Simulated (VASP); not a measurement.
Set up this calculation in VASP 6.6.1, as the native input.

```yaml
Task: single point
Functional: PBE
Potentials_or_basis: VASP PAW PBE potentials, release 64 (Mg, O)
Cutoff: 520 eV
k_mesh: 9 × 9 × 6
Occupations: gaussian, width 0.05 eV
Spin: no spin polarisation
Dipole_correction: no
Further_INCAR_settings: ALGO = Normal; EDIFF = 1e-07; NBANDS = 16
```

The structure of MgO lies in POSCAR:

```
MgO
1.0
    3.5565000000      0.0000000000      0.0000000000
   -1.7782500000      3.0800193485      0.0000000000
    0.0000000000      0.0000000000      4.1122000000
Mg O
2 2
Direct
    0.6666666667      0.3333333333      0.7500000000
    0.3333333333      0.6666666667      0.2500000000
    0.6666666667      0.3333333333      0.2500000000
    0.3333333333      0.6666666667      0.7500000000
```

One way to write it, as run:

INCAR

```
SYSTEM = MgO
  ALGO = Normal
  EDIFF = 1E-7
  ENCUT = 520
  GGA = PE
  ISIF = 2
  ISMEAR = 0
  LASPH = .TRUE.
  LCHARG = .FALSE.
  LREAL = .FALSE.
  LWAVE = .FALSE.
  NBANDS = 16
  NELM = 100
  PREC = Accurate
  SIGMA = 0.05
```

KPOINTS

```
k-points
0
G
  9 9 6
  0 0 0
```

Potentials or basis: VASP PAW PBE potentials, release 64 (Mg, O).

Launch:

```bash
$ cat potpaw_PBE.64/Mg/POTCAR potpaw_PBE.64/O/POTCAR > POTCAR
$ mpirun -np 1 vasp_std > vasp.out
```

It gave:

| Quantity | Value |
| --- | --- |
| Pressure | 1.4 GPa |
| Band gap on the k mesh | 3.37 eV, direct |

Wall time 14 s on 1 thread of Intel(R) Xeon(R) 6975P-C (Granite Rapids), with other jobs on the host, peak memory 0.17 GiB.
